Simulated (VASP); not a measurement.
## GaBiSe4: relaxation of cell and atoms with PBE

GaBiSe4:

```
Ga Bi Se
1.0
     0.00000    4.19137    4.19137
     4.19137    0.00000    4.19137
     4.19137    4.19137    0.00000
Ga Bi Se
1 1 4
Direct
  0.00000 0.00000 0.00000
  0.25000 0.25000 0.25000
  0.62746 0.62746 0.11761
  0.62746 0.11761 0.62746
  0.11761 0.62746 0.62746
  0.62746 0.62746 0.62746
```

```yaml
Program: VASP 6.6.1
Task: relaxation of cell and atoms
Functional: PBE
Potentials_or_basis: VASP PAW PBE potentials, release 64 (Ga_d, Bi_d, Se)
Cutoff: 600 eV
k_mesh: 8 × 8 × 8
Occupations: gaussian, width 0.1 eV
Spin: no spin polarisation
Dipole_correction: no
Further_INCAR_settings: ALGO = Normal; EDIFF = 1e-07; IBRION = 2; EDIFFG = -0.01; NSW = 100; ISIF = 3
```

```json
{"Relaxed volume": "23.93 Å³/atom", "Relaxed cell": "a = 5.878 Å, b = 5.878 Å, c = 5.878 Å, α = 60.00°, β = 60.00°, γ = 60.00°", "Space group after relaxing (to 0.05 Å)": "F-43m (No. 216)", "Energy gained by relaxing": "3.7 meV/atom", "Ionic steps": "5", "Pressure after relaxing": "0.0 GPa", "Band gap on the k mesh": "zero (band 26 reaches 6.36 eV, above the bottom of band 27 at 5.31 eV)"}
```

Step by step:
```tsv
step	energy change (eV)	largest force (eV/Å)	pressure (GPa)	volume (Å³)
1	0.0000	0.1781	-1.14	147.26
2	-0.0181	0.1318	0.06	143.58
3	-0.0183	0.1261	0.19	143.20
4	-0.0212	0.0654	0.11	143.38
5	-0.0223	0.0020	0.03	143.58
```

Final structure:
```
CELL_PARAMETERS angstrom
0.00000 4.15614 4.15614
4.15614 0.00000 4.15614
4.15614 4.15614 0.00000
ATOMIC_POSITIONS crystal
Ga 0.00000 0.00000 0.00000
Bi 0.25000 0.25000 0.25000
Se 0.62573 0.62573 0.12282
Se 0.62573 0.12282 0.62573
Se 0.12282 0.62573 0.62573
Se 0.62573 0.62573 0.62573
```

Levels at points of the mesh, in eV from the Fermi level:
```
           k point  band 23  band 24  band 25  band 26  band 27  band 28  band 29  band 30
(0.00, 0.00, 0.00)    -1.34    -1.34    -1.34     0.91     0.91     0.91     1.65     1.65
(0.50, 0.00, 0.00)    -2.25    -2.25    -1.67    -0.29     0.84     0.84     0.97     2.05
(0.50, 0.50, 0.00)    -2.21    -2.06    -1.95    -1.51     0.44     0.95     0.95     1.72
```

Wall time 16 min on 1 thread of AMD EPYC 7R13, on a shared host, peak memory 0.42 GiB.

Caveat: spin-orbit coupling is left out, which moves the levels of the heavy elements.
